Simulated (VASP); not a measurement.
Input of a VASP 6.6.1 run:

File INCAR:

```
PREC = Accurate ; ENCUT = 520
EDIFF = 1E-6 ; ISMEAR = 0
SIGMA = 0.1 ; LREAL = F
LASPH = T ; NELM = 100
ALGO = Normal ; ISIF = 2
LWAVE = F ; LCHARG = F
GGA = PE ; NBANDS = 18
```

Contents of KPOINTS:

```
regular mesh
0
Gamma
  6 6 4
```

The input POSCAR:

```
As
1.0
    4.5888870068      0.0000000000      0.0000000000
   -2.2944435034      3.9740927230      0.0000000000
    0.0000000000      0.0000000000      5.5613751601
As
4
Direct
    0.3333333333      0.6666666667      0.2500061246
    0.3333333333      0.6666666667      0.7499938754
    0.6666666667      0.3333333333      0.7499938754
    0.6666666667      0.3333333333      0.2500061246
```

Potentials or basis: VASP PAW PBE potentials, release 64 (As).

The run is started by

```sh
$ cat potpaw_PBE.64/As/POTCAR > POTCAR
$ mpirun -np 1 vasp_std > vasp.out
```

(1) Predict the pressure.

(2) Estimate the band gap on the k mesh.

## Answers

(1) 0.1 GPa.

(2) zero (band 10 reaches 4.29 eV, above the bottom of band 11 at 3.87 eV).
